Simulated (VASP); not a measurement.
A run of VASP 6.6.1 is set up as follows.

File INCAR:

```
SYSTEM = Ru
  PREC = Accurate
  ENCUT = 520
  EDIFF = 1E-7
  ISMEAR = 0
  SIGMA = 0.1
  LREAL = .False.
  LASPH = .True.
  NELM = 100
  ALGO = Fast
  ISIF = 2
  LWAVE = .False.
  LCHARG = .True.
  GGA = CA
  LELF = .True.
  LVHAR = .True.
  NBANDS = 21
```

KPOINTS

```
Automatic mesh
0
Gamma
  15 15 8
  0 0 0
```

The input POSCAR:

```
Ru
1.0
    2.6743058522      0.0000000000      0.0000000000
   -1.3371529261      2.3160168055      0.0000000000
    0.0000000000      0.0000000000      4.2260482731
Ru
2
Direct
    0.3333333333      0.6666666667      0.2500000000
    0.6666666667      0.3333333333      0.7500000000
```

Potentials or basis: VASP PAW LDA potentials, release 64 (Ru_pv).

The run is started by

```bash
$ cat potpaw_LDA.64/Ru_pv/POTCAR > POTCAR
$ mpirun -np 1 vasp_std > vasp.out
```

What does it give for the band gap on the k mesh?

Zero (band 14 reaches 15.05 eV, above the bottom of band 15 at 11.76 eV).

Predict the pressure.

0.9 GPa.

Stress tensor (GPa, compression positive):
```
0.89 0.00 0.00
0.00 0.89 0.00
0.00 0.00 0.99
```
